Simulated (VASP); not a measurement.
# PbF2 (Fm-3m) in VASP: further runs

PbF2 is run at these levels: r2SCAN; tasks: relaxation of cell and atoms, single point.

Program: VASP 6.6.1. These are calculated values, not measurements. Logs are shortened: lines on timing, memory, paths and dates and some standing lists are left out, and cuts for length are marked.

**1. The cell of the first run**

Symmetry: Fm-3m, No. 225, cubic system. The conventional cell has a = 5.921 Å, b = 5.921 Å, c = 5.921 Å, α = 90.00°, β = 90.00°, γ = 90.00°. Within 3.4 Å of Pb (site symmetry m-3m) lie 8 F at 2.56 Å. Within 3.4 Å of F (site symmetry -43m) lie 4 Pb at 2.56 Å and 6 F at 2.96 Å.

**2. Relaxation of cell and atoms, r2SCAN, target pressure 15 GPa, at which the enthalpy is minimised**

POSCAR

```
PbF2
1.0
    2.9605993906      2.9605993906      0.0000000000
   -2.9605993906      2.9605993906      0.0000000000
    0.0000000000      2.9605993906      2.9605993906
Pb F
1 2
Direct
    0.0000000000      0.0000000000      0.0000000000
    0.2500000000      0.7500000000      0.5000000000
    0.7500000000      0.2500000000      0.5000000000
```

INCAR.step1

```
SYSTEM = PbF2
ALGO = Normal
EDIFF = 1E-4
ENCUT = 600
GGA = PE
ISMEAR = 0
LASPH = .TRUE.
LCHARG = .FALSE.
LREAL = .FALSE.
LWAVE = .TRUE.
NELM = 100
PREC = Accurate
SIGMA = 0.01
```

INCAR.step2

```
SYSTEM = PbF2
ALGO = Normal
EDIFF = 1E-6
EDIFFG = -0.002
ENCUT = 600
IBRION = 2
ISIF = 3
ISMEAR = 0
ISTART = 1
LASPH = .TRUE.
LCHARG = .FALSE.
LMIXTAU = .TRUE.
LREAL = .FALSE.
LWAVE = .FALSE.
METAGGA = R2SCAN
NELM = 100
NSW = 100
PREC = Accurate
PSTRESS = 150.0
SIGMA = 0.01
```

KPOINTS

```
k-points
0
G
  8 8 8
  0 0 0
```

Potentials or basis: VASP PAW PBE potentials, release 64 (Pb_d, F).

Launch:

```
$ cat potpaw_PBE.64/Pb_d/POTCAR potpaw_PBE.64/F/POTCAR > POTCAR
$ cp INCAR.step1 INCAR
$ mpirun -np 1 vasp_std > vasp.out
$ cp INCAR.step2 INCAR
$ mpirun -np 1 vasp_std > vasp.out
```

OUTCAR:

```text
SYSTEM = PbF2
   EDIFF = 1E-6
   EDIFFG = -0.002
   ENCUT = 600
   IBRION = 2
   ISIF = 3
   ISMEAR = 0
   ISTART = 1
   LASPH = .TRUE.
   LREAL = .FALSE.
   METAGGA = R2SCAN
   NELM = 100
   NSW = 100
   PREC = Accurate
   PSTRESS = 150.0

 ion  position               nearest neighbor table
   1  0.000  0.000  0.000-   3 2.56   2 2.56   3 2.56   2 2.56   2 2.56   3 2.56   2 2.56   3 2.56

   2  0.250  0.750  0.500-   1 2.56   1 2.56   1 2.56   1 2.56
   3  0.750  0.250  0.500-   1 2.56   1 2.56   1 2.56   1 2.56

  LATTYP: Found a face centered cubic cell.
 ALAT       =     5.9211987812

  Lattice vectors:

 A1 = (   0.0000000000,   2.9605993906,   2.9605993906)
 A2 = (   2.9605993906,   0.0000000000,   2.9605993906)
 A3 = (   2.9605993906,   2.9605993906,   0.0000000000)

Analysis of symmetry for initial positions (statically):
=====================================================================
 Subroutine PRICEL returns:
 Original cell was already a primitive cell.

 Routine SETGRP: Setting up the symmetry group for a
 face centered cubic supercell.

 Subroutine GETGRP returns: Found 48 space group operations
 (whereof 48 operations were pure point group operations)
 out of a pool of 48 trial point group operations.

The static configuration has the point symmetry O_h .

Analysis of symmetry for dynamics (positions and initial velocities):
=====================================================================
 Subroutine PRICEL returns:
 Original cell was already a primitive cell.

 Routine SETGRP: Setting up the symmetry group for a
 face centered cubic supercell.

 Subroutine GETGRP returns: Found 48 space group operations
 (whereof 48 operations were pure point group operations)
 out of a pool of 48 trial point group operations.

The dynamic configuration has the point symmetry O_h .

 Subroutine INISYM returns: Found 48 space group operations
 (whereof 48 operations are pure point group operations),
 and found     1 'primitive' translations

----------------------------------------------------------------------------------------

                                     Primitive cell

  volume of cell :      51.9002

  direct lattice vectors                    reciprocal lattice vectors
     2.960599391  2.960599391  0.000000000     0.168884720  0.168884720 -0.168884720
    -2.960599391  2.960599391  0.000000000    -0.168884720  0.168884720 -0.168884720
     0.000000000  2.960599391  2.960599391     0.000000000  0.000000000  0.337769441

  length of vectors
     4.186919811  4.186919811  4.186919811     0.292516916  0.292516916  0.337769441

  position of ions in fractional coordinates (direct lattice)
[... 65 lines left out ...]
   total plane-waves  NPLWV =  46656
   dimension x,y,z NGX =    36 NGY =   36 NGZ =   36
   dimension x,y,z NGXF=    72 NGYF=   72 NGZF=   72
   ions per type =               1   2
   NGX,Y,Z   is equivalent  to a cutoff of  14.29, 14.29, 14.29 a.u.
   NGXF,Y,Z  is equivalent  to a cutoff of  28.59, 28.59, 28.59 a.u.
 SYSTEM =  PbF2
   PREC   = accura    normal or accurate (medium, high low for compatibility)
   ISTART =      1    job   : 0-new  1-cont  2-samecut
   ICHARG =      0    charge: 1-file 2-atom 10-const
   ISPIN  =      1    spin polarized calculation?
   LNONCOLLINEAR =      F non collinear calculations
   LSORBIT =      F    spin-orbit coupling
   LASPH  =      T    aspherical Exc in radial PAW
   ENCUT  =  600.0 eV  44.10 Ry    6.64 a.u.   8.36  8.36  8.36*2*pi/ulx,y,z
   NELM   =    100;   NELMIN=  2; NELMDL=  0     # of ELM steps
   EDIFF  = 0.1E-05   stopping-criterion for ELM
   LREAL  =      F    real-space projection
   EDIFFG = -.2E-02   stopping-criterion for IOM
   NSW    =    100    number of steps for IOM
   IBRION =      2    ionic relax: 0-MD 1-quasi-New 2-CG
   NFREE  =      1    steps in history (QN), initial steepest desc. (CG)
   ISIF   =      3    stress and relaxation
   ISYM   =      2    0-nonsym 1-usesym 2-fastsym
   POTIM  = 0.5000    time-step for ionic-motion
   TEBEG  =    0.0;   TEEND  =   0.0 temperature during run
   PSTRESS=  150.0 pullay stress
   NELECT =      28.0000    total number of electrons
   NUPDOWN=      -1.0000    fix difference up-down
   EMIN   =  10.00;   EMAX   =-10.00  energy-range for DOS
   EFERMI =   0.00;   METHOD = LEGACY
   ISMEAR =     0;   SIGMA  =   0.01  broadening in eV -4-tet -1-fermi 0-gaus
   EFERMI_NEDOS =   21; number of points for ismear=-14 and -15
   IALGO  =     38    algorithm
   IMIX   =      4    mixing-type and parameters
     AMIX     =   0.40;   BMIX     =  1.00
     AMIX_MAG =   1.60;   BMIX_MAG =  1.00
  volume/ion in A,a.u.               =      17.30       116.75
  Fermi-wavevector in a.u.,A,eV,Ry     =   1.332717  2.518470 24.165770  1.776134
  Thomas-Fermi vector in A             =   2.461630
   LORBIT       =      0    0 simple, 1 ext, 2 COOP (PROOUT), +10 PAW based schemes
   METAGGA = R2SCAN    functional components
   LHFCALC =     F    Hartree Fock is set to
   AEXX    =    0.0000 exact exchange contribution
   IVDW    =     0    specifies the selected vdW correction
   LEPSILON=     F    determine dielectric tensor
   LRPA    =     F    only Hartree local field effects (RPA)
 conjugate gradient relaxation of ions
 non-spin polarized calculation
 Gauss-broadening in eV      SIGMA  =   0.01
  energy-cutoff  :      600.00
  volume of cell :       51.90
 maximum number of plane-waves:      1759
 NGX is ok and might be reduce to    36
   NGX = 17   NGY = 17   NGZ = 17

--------------------------------------- Ionic step        1  -------------------------------------------

 number of electron      28.0000008 magnetization

 Free energy of the ion-electron system (eV)
  ---------------------------------------------------
  ext. energy  EPLUGINS =         0.00000000
  ---------------------------------------------------
  free energy    TOTEN  =       -70.16671213 eV

  energy without entropy =      -70.16671213  energy(sigma->0) =      -70.16671213

 E-fermi :   1.5981     XC(G=0): -10.0264

 val. band max:        1.5465063059   @ k =   0.5000   0.5000   0.2500
 cond. band min:       6.4795380031   @ k =   0.5000   0.5000   0.0000
 fundamental gap:      4.9330316971
 Fermi energy:         1.5981313397

 k-point     1 :       0.0000    0.0000    0.0000
  band No.  band energies     occupation
      1     -20.8665      2.00000
      2     -20.2734      2.00000
      3     -13.3230      2.00000
      4     -13.3230      2.00000
      5     -13.3230      2.00000
      6     -13.2715      2.00000
[... 689 lines left out ...]
--------------------------------------- Ionic step        6  -------------------------------------------

 number of electron      27.9999995 magnetization

 Free energy of the ion-electron system (eV)
  ---------------------------------------------------
  ext. energy  EPLUGINS =         0.00000000
  ---------------------------------------------------
  free energy    TOTEN  =       -69.89310535 eV

  energy without entropy =      -69.89310535  energy(sigma->0) =      -69.89310535

 E-fermi :   3.5848     XC(G=0): -10.8026

 val. band max:        3.5290542032   @ k =   0.5000   0.5000   0.2500
 cond. band min:       8.3383955307   @ k =  -0.3750   0.3750   0.0000
 fundamental gap:      4.8093413275
 Fermi energy:         3.5848382058

 k-point     1 :       0.0000    0.0000    0.0000
  band No.  band energies     occupation
      1     -20.2675      2.00000
      2     -19.3912      2.00000
      3     -11.7072      2.00000
      4     -11.7072      2.00000
      5     -11.7072      2.00000
      6     -11.5683      2.00000
[... 529 lines left out ...]
  energy  without entropy=      -69.8931053535  energy(sigma->0) =      -69.89310535

  enthalpy is  TOTEN    =       -65.6683859528 eV   P V=        4.2247194007

 reached required accuracy - stopping structural energy minimisation
```

OSZICAR.step1:

```text
N       E                     dE             d eps       ncg     rms          rms(c)
DAV:   1     0.325331033935E+03    0.32533E+03   -0.16351E+04  1044   0.195E+03
DAV:   2     0.124087723570E+02   -0.31292E+03   -0.30109E+03  1206   0.484E+02
DAV:   3    -0.154555569197E+02   -0.27864E+02   -0.27581E+02  1252   0.160E+02
DAV:   4    -0.162368615146E+02   -0.78130E+00   -0.78049E+00  1138   0.280E+01
DAV:   5    -0.162606489014E+02   -0.23787E-01   -0.23786E-01  1252   0.483E+00    0.799E+00
DAV:   6    -0.143434630426E+02    0.19172E+01   -0.10239E+01  1338   0.272E+01    0.269E+00
DAV:   7    -0.143388162916E+02    0.46468E-02   -0.44151E-01  1054   0.469E+00    0.155E+00
DAV:   8    -0.143359147669E+02    0.29015E-02   -0.99625E-02  1044   0.403E+00    0.491E-01
DAV:   9    -0.143333915521E+02    0.25232E-02   -0.18531E-02  1170   0.109E+00    0.101E-01
DAV:  10    -0.143345388574E+02   -0.11473E-02   -0.13270E-03  1044   0.344E-01    0.238E-02
DAV:  11    -0.143345447843E+02   -0.59269E-05   -0.73395E-05   844   0.785E-02
   1 F= -.14334545E+02 E0= -.14334545E+02  d E =-.276677E-71
```

It took 11 min on 1 thread of AMD EPYC 7R13 (Zen 3), shared host; peak memory 0.21 GiB.

Results:

| Property | Result |
| --- | --- |
| Free energy | -69.8931 eV |
| Relaxed volume | 15.04 Å³/atom |
| Relaxed cell | a = 3.996 Å, b = 3.996 Å, c = 3.996 Å, α = 60.00°, β = 60.00°, γ = 90.00° |
| Space group after relaxing (to 0.1 Å) | Fm-3m (No. 225) |
| Energy change on relaxing (the run minimises the enthalpy) | +91.2 meV/atom |
| Ionic steps | 6 |
| Pressure after relaxing | 15.0 GPa |
| Band gap on the k mesh | 4.81 eV (least direct gap 5.00 eV) |

Step by step:
| step | energy change (eV) | largest force (eV/Å) | pressure (GPa) | volume (Å³) |
| --- | --- | --- | --- | --- |
| 1 | 0.0000 | 0.0000 | -0.13 | 51.90 |
| 2 | 0.9504 | 0.0000 | 34.31 | 40.57 |
| 3 | 0.2653 | 0.0000 | 14.72 | 45.21 |
| 4 | 0.2772 | 0.0000 | 15.11 | 45.09 |
| 5 | 0.2715 | 0.0000 | 14.94 | 45.15 |
| 6 | 0.2736 | 0.0000 | 14.98 | 45.12 |

Final structure:
```
Pb F
1.0
     2.82572    2.82572    0.00000
    -2.82572    2.82572    0.00000
     0.00000    2.82572    2.82572
Pb F
1 2
Direct
  0.00000 0.00000 0.00000
  0.25000 0.75000 0.50000
  0.75000 0.25000 0.50000
```

Levels at points of the mesh, in eV from the valence-band top:
```tsv
k point	band 11	band 12	band 13	band 14	band 15	band 16	band 17	band 18
(0.00, 0.00, 0.00)	-3.75	-3.24	-3.24	-3.24	7.31	7.31	7.31	10.90
(0.50, 0.00, 0.00)	-4.08	-3.39	-3.39	-0.16	5.19	8.62	8.62	13.66
(0.50, 0.50, 0.00)	-2.75	-2.70	-2.70	-0.16	4.83	8.61	8.92	8.92
```

Caveat: the cell is relaxed towards a set pressure, so the run minimises the enthalpy, not the energy; the PAW data sets were made with another functional, which shifts forces and pressure a little; spin-orbit coupling is left out, which moves the levels of the heavy elements. A k mesh can miss the band edges.

**3. Single point, r2SCAN**

This run uses another cell than the first one, of 15.05 Å³/atom.

POSCAR

```
PbF2
1.0
    2.8260582930      2.8260582930      0.0000000000
   -2.8260582930      2.8260582930      0.0000000000
    0.0000000000      2.8260582930      2.8260582930
Pb F
1 2
Direct
    0.0000000000      0.0000000000      0.0000000000
    0.2500000000      0.7500000000      0.5000000000
    0.7500000000      0.2500000000      0.5000000000
```

INCAR.step1

```
ALGO     = Normal         # electronic algorithm
EDIFF    = 1E-4           # SCF threshold, eV
ENCUT    = 520            # plane-wave cutoff, eV
GGA      = PE             # functional
ISMEAR   = 0              # smearing method
LASPH    = True           # aspherical terms in the spheres
LCHARG   = False          # write CHGCAR
LREAL    = False          # projectors in reciprocal space
LWAVE    = True           # write WAVECAR
NBANDS   = 21             # bands
NELM     = 100            # most SCF steps
PREC     = Accurate       # precision mode
SIGMA    = 0.01           # smearing width, eV
```

INCAR.step2

```
ALGO     = Normal         # electronic algorithm
EDIFF    = 1E-6           # SCF threshold, eV
ENCUT    = 520            # plane-wave cutoff, eV
ISIF     = 2              # what is computed and relaxed
ISMEAR   = 0              # smearing method
ISTART   = 1            
LASPH    = True           # aspherical terms in the spheres
LCHARG   = False          # write CHGCAR
LMIXTAU  = True         
LREAL    = False          # projectors in reciprocal space
LWAVE    = False          # write WAVECAR
METAGGA  = R2SCAN         # meta-GGA
NBANDS   = 21             # bands
NELM     = 100            # most SCF steps
PREC     = Accurate       # precision mode
SIGMA    = 0.01           # smearing width, eV
```

KPOINTS

```
k-points
0
Gamma
  8 8 8
```

Potentials or basis: VASP PAW PBE potentials, release 64 (Pb_d, F).

Launch:

```
$ cat potpaw_PBE.64/Pb_d/POTCAR potpaw_PBE.64/F/POTCAR > POTCAR
$ cp INCAR.step1 INCAR
$ mpirun -np 1 vasp_std > vasp.out
$ cp INCAR.step2 INCAR
$ mpirun -np 1 vasp_std > vasp.out
```

OUTCAR:

```text
EDIFF = 1E-6
   ENCUT = 520
   ISIF = 2
   ISMEAR = 0
   ISTART = 1
   LASPH = True
   LREAL = False
   METAGGA = R2SCAN
   NELM = 100
   PREC = Accurate

 ion  position               nearest neighbor table
   1  0.000  0.000  0.000-   3 2.45   2 2.45   2 2.45   3 2.45   2 2.45   3 2.45   3 2.45   2 2.45

   2  0.250  0.750  0.500-   1 2.45   1 2.45   1 2.45   1 2.45
   3  0.750  0.250  0.500-   1 2.45   1 2.45   1 2.45   1 2.45

  LATTYP: Found a face centered cubic cell.
 ALAT       =     5.6521165860

  Lattice vectors:

 A1 = (   0.0000000000,   2.8260582930,   2.8260582930)
 A2 = (   2.8260582930,   0.0000000000,   2.8260582930)
 A3 = (   2.8260582930,   2.8260582930,   0.0000000000)

Analysis of symmetry for initial positions (statically):
=====================================================================
 Subroutine PRICEL returns:
 Original cell was already a primitive cell.

 Routine SETGRP: Setting up the symmetry group for a
 face centered cubic supercell.
[... 165 lines left out ...]
  ---------------------------------------------------
  free energy    TOTEN  =       -69.87183960 eV

  energy without entropy =      -69.87183960  energy(sigma->0) =      -69.87183960

 E-fermi :   3.6098     XC(G=0): -10.8010

 val. band max:        3.5276340325   @ k =   0.5000   0.5000   0.2500
 cond. band min:       8.3343262854   @ k =  -0.3750   0.3750   0.0000
 fundamental gap:      4.8066922529
 Fermi energy:         3.6097863120

 k-point     1 :       0.0000    0.0000    0.0000
  band No.  band energies     occupation
      1     -20.2656      2.00000
      2     -19.3900      2.00000
      3     -11.7099      2.00000
      4     -11.7099      2.00000
      5     -11.7099      2.00000
      6     -11.5717      2.00000
[... 565 lines left out ...]
     20      21.2513      0.00000
     21      21.2864      0.00000

 [... further k-points ...]

------------------------ aborting loop because EDIFF is reached ----------------------------------------

  FORCE on cell =-STRESS in cart. coord.  units (eV):
  Direction    XX          YY          ZZ          XY          YZ          ZX
  --------------------------------------------------------------------------------------
  -------------------------------------------------------------------------------------
  Total        4.2542635      4.2542635      4.2542635      0.0000000      0.0000000     -0.0000000
  in kB      150.9946721    150.9946721    150.9946721      0.0000000      0.0000000     -0.0000000
  external PRESSURE =     150.9946721 kB  Pullay stress =       0.0000000 kB

 VOLUME and BASIS-vectors are now :
 -----------------------------------------------------------------------------
  energy-cutoff  :      520.00
  volume of cell :       45.14
      direct lattice vectors                 reciprocal lattice vectors
     2.826058293  2.826058293  0.000000000     0.176924871  0.176924871 -0.176924871
    -2.826058293  2.826058293  0.000000000    -0.176924871  0.176924871 -0.176924871
     0.000000000  2.826058293  2.826058293     0.000000000  0.000000000  0.353849743

 POSITION                                       TOTAL-FORCE (eV/Angst)
 -----------------------------------------------------------------------------------
      0.00000      0.00000      0.00000         0.000000     -0.000000      0.000000
     -1.41303      4.23909      1.41303        -0.000000     -0.000000     -0.000000
      1.41303      4.23909      1.41303         0.000000      0.000000      0.000000
 -----------------------------------------------------------------------------------
    total drift:                               -0.000000      0.000000     -0.000000

  FREE ENERGIE OF THE ION-ELECTRON SYSTEM (eV)
  ---------------------------------------------------
  free  energy   TOTEN  =       -69.8718395972 eV

  energy  without entropy=      -69.8718395972  energy(sigma->0) =      -69.87183960
```

OUTCAR.step1:

```text
EDIFF = 1E-4
   ENCUT = 520
   GGA = PE
   ISMEAR = 0
[... 803 lines left out ...]
      0.00000      0.00000      0.00000        -0.000000     -0.000000      0.000000
     -1.41303      4.23909      1.41303        -0.000000     -0.000000     -0.000000
      1.41303      4.23909      1.41303         0.000000      0.000000      0.000000
 -----------------------------------------------------------------------------------
    total drift:                               -0.000000      0.000000     -0.000000

  FREE ENERGIE OF THE ION-ELECTRON SYSTEM (eV)
  ---------------------------------------------------
  free  energy   TOTEN  =       -13.9168788410 eV

  energy  without entropy=      -13.9168788410  energy(sigma->0) =      -13.91687884
```

Run time: 54 s. Hardware: 1 thread of Intel Xeon 6975P-C (Granite Rapids), shared host; peak memory 0.18 GiB.

Results:

```yaml
Free_energy: -69.8718 eV
Pressure: 15.1 GPa
Band_gap_on_the_k_mesh: 4.81 eV (least direct gap 4.99 eV)
```

Caveat: the cell stands under pressure; the PAW data sets were made with another functional, which shifts forces and pressure a little; spin-orbit coupling is left out, which moves the levels of the heavy elements.

**4. Single point, r2SCAN**

This run uses another cell than the first one, of 15.62 Å³/atom.

POSCAR

```
PbF2
1.0
    2.8616134941      2.8616134941      0.0000000000
   -2.8616134941      2.8616134941      0.0000000000
    0.0000000000      2.8616134941      2.8616134941
Pb F
1 2
Direct
    0.0000000000      0.0000000000      0.0000000000
    0.2500000000      0.7500000000      0.5000000000
    0.7500000000      0.2500000000      0.5000000000
```

INCAR.step1

```
PREC = Accurate ; ENCUT = 520
ISMEAR = 0 ; SIGMA = 0.01
LREAL = False ; LASPH = True
NELM = 80 ; NBANDS = 21
GGA = PE ; ALGO = Normal
EDIFF = 1E-4 ; LWAVE = True
LCHARG = False
```

INCAR.step2

```
PREC = Accurate ; ENCUT = 520
EDIFF = 1E-6 ; ISMEAR = 0
SIGMA = 0.01 ; LREAL = False
LASPH = True ; NELM = 80
ALGO = Normal ; ISIF = 2
LWAVE = False ; LCHARG = True
METAGGA = R2SCAN ; LMIXTAU = True
LELF = True ; LVHAR = True
NBANDS = 21 ; ISTART = 1
```

KPOINTS

```
Automatic mesh
0
Gamma
  8 8 8
```

Launch:

```
$ cat potpaw_PBE.64/Pb_d/POTCAR potpaw_PBE.64/F/POTCAR > POTCAR
$ cp INCAR.step1 INCAR
$ mpirun -np 1 vasp_std > vasp.out
$ cp INCAR.step2 INCAR
$ mpirun -np 1 vasp_std > vasp.out
```

It took 57 s on 1 thread of Intel Xeon 6975P-C (Granite Rapids), shared host; peak memory 0.17 GiB.

It converged, with:

- Free energy: -70.0099 eV
- Pressure: 10.1 GPa
- Band gap on the k mesh: 4.87 eV (least direct gap 5.02 eV)

Levels at points of the mesh, in eV from the valence-band top:
```csv
k point,band 12,band 13,band 14,band 15,band 16,band 17
"(0.00, 0.00, 0.00)",-2.93,-2.93,-2.93,7.32,7.32,7.32
"(0.50, 0.00, 0.00)",-3.09,-3.09,-0.13,5.26,8.53,8.53
"(0.50, 0.50, 0.00)",-2.42,-2.42,-0.16,4.87,8.75,8.80
```

Caveat: the cell stands under pressure; the PAW data sets were made with another functional, which shifts forces and pressure a little; spin-orbit coupling is left out, which moves the levels of the heavy elements. A k mesh can miss the band edges.

(Continued in part 2 of 2.)
